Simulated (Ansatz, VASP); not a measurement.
# Two plane-wave programs on GaN

File POSCAR:

```
GaN
1.0
    2.6955547287      0.0000000000      0.0000000000
    0.0000000000      2.6955547287      0.0000000000
    0.0000000000      0.0000000000      2.6955547287
Ga N
1 1
Direct
    0.0000000000      0.0000000000      0.0000000000
    0.5000000000      0.5000000000      0.5000000000
```

Contents of INCAR.step1:

```
  PREC = Accurate
  ENCUT = 520
  EDIFF = 1E-5
  ISMEAR = -1
  SIGMA = 0.02
  LREAL = False
  LASPH = True
  NELM = 80
  ALGO = Normal
  ISIF = 2
  LWAVE = True
  GGA = PE
  NBANDS = 16
```

INCAR.step2

```
  PREC = Accurate
  ENCUT = 520
  EDIFF = 1E-6
  ISMEAR = -1
  SIGMA = 0.02
  LREAL = False
  LASPH = True
  NELM = 80
  ALGO = Normal
  ISIF = 2
  LWAVE = False
  LCHARG = True
  GGA = PE
  LHFCALC = True
  HFSCREEN = 0.2079
  PRECFOCK = Normal
  LELF = True
  LVHAR = True
  ISTART = 1
  NBANDS = 16
```

Contents of KPOINTS:

```
Automatic mesh
0
Gamma
  6 6 6
```

Input for Ansatz:

```yaml
crystal:
  lattice:
    - [2.6955547287, 0.0, 0.0]
    - [0.0, 2.6955547287, 0.0]
    - [0.0, 0.0, 2.6955547287]
  atoms:
    - { symbol: Ga, position: [0.0, 0.0, 0.0] }
    - { symbol: "N", position: [0.5, 0.5, 0.5] }
kpoints:
  mp_grid: { grid: [6, 6, 6] }
hamiltonian:
  xc: hse06
scf:
  occupations: { method: fermi_dirac, width: 0.02 }
  n_extra_bands: 4
output:
  forces: true
  stress: true
  eigenvalues: true
  write_density: true
  write_potential: true
  elf: true
  volumetric_format: npy
```

Alike in both runs: task single point; functional HSE06; k mesh 6 × 6 × 6; occupations fermi-dirac, width 0.02 eV; no spin polarisation.

```csv
,VASP,Ansatz
version,VASP 6.6.1,Ansatz 0.2.0
potentials or method,"VASP PAW PBE potentials, release 64 (Ga_d, N)","plane waves, PAW"
plane-wave cutoff (eV),520,420
valence electrons in the cell,18,18
```

|  | VASP | Ansatz | Ansatz less VASP |
| --- | --- | --- | --- |
| pressure (GPa) | -1.6 | -2.6 | -0.95 |

Ansatz's warnings: filled band counts differ across k points, stress exchange threshold loose, stress scf threshold loose.

The k mesh is coarse, so the values compare programs but aren't converged.
